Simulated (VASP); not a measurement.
Runs of VASP 6.6.1 on Si3N4. The structure is that of space group P6_3/m (No. 176), or close to it. The cells are those of the table. 

```csv
task,level,cell,gap on the mesh (eV),pressure (GPa),largest force (eV/Å)
single point,PBE,"a = 7.617, b = 7.617, c = 2.913 Å, angles 90.0, 90.0, 120.0°, 14 atoms",4.31,3.7,-
single point,PBE,"a = 7.462, b = 7.462, c = 2.854 Å, angles 90.0, 90.0, 120.0°, 14 atoms",4.55,21.0,0.01
single point,PBE,"a = 7.617, b = 7.617, c = 2.855 Å, angles 90.0, 90.0, 120.0°, 14 atoms",4.59,9.2,0.01
single point,PBE,"a = 7.514, b = 7.514, c = 2.874 Å, angles 90.0, 90.0, 120.0°, 14 atoms",4.47,14.7,0.02
electric field gradients,PBEsol,"a = 7.617, b = 7.617, c = 2.913 Å, angles 90.0, 90.0, 120.0°, 14 atoms",4.18,(d),(b)
single point,PBE,"a = 7.617, b = 7.617, c = 2.972 Å, angles 90.0, 90.0, 120.0°, 14 atoms",3.90,-1.2,0.01
single point,PBE,"a = 7.566, b = 7.566, c = 2.894 Å, angles 90.0, 90.0, 120.0°, 14 atoms",4.39,8.9,0.01
single point,PBE,"a = 7.617, b = 7.617, c = 2.826 Å, angles 90.0, 90.0, 120.0°, 14 atoms",4.55,12.1,0.01
electric field gradients,r2SCAN,"a = 7.617, b = 7.617, c = 2.913 Å, angles 90.0, 90.0, 120.0°, 14 atoms",(c),(a),0.05
single point,PBE,"a = 7.617, b = 7.617, c = 2.884 Å, angles 90.0, 90.0, 120.0°, 14 atoms",4.51,6.4,0.02
```

Alike in all rows: potentials or basis VASP PAW PBE potentials, release 64 (Si, N); no spin polarisation; k mesh 4 × 4 × 9; cutoff (eV) 520; smearing fermi-dirac 0.02 eV.

Task: Estimate the missing entries.

Result: (a) -1.8; (b) 0.03; (c) 4.97; (d) 0.5.

Caveats: the PAW data sets were made with another functional, which shifts forces and pressure a little (some runs).

A k mesh can miss the band edges.
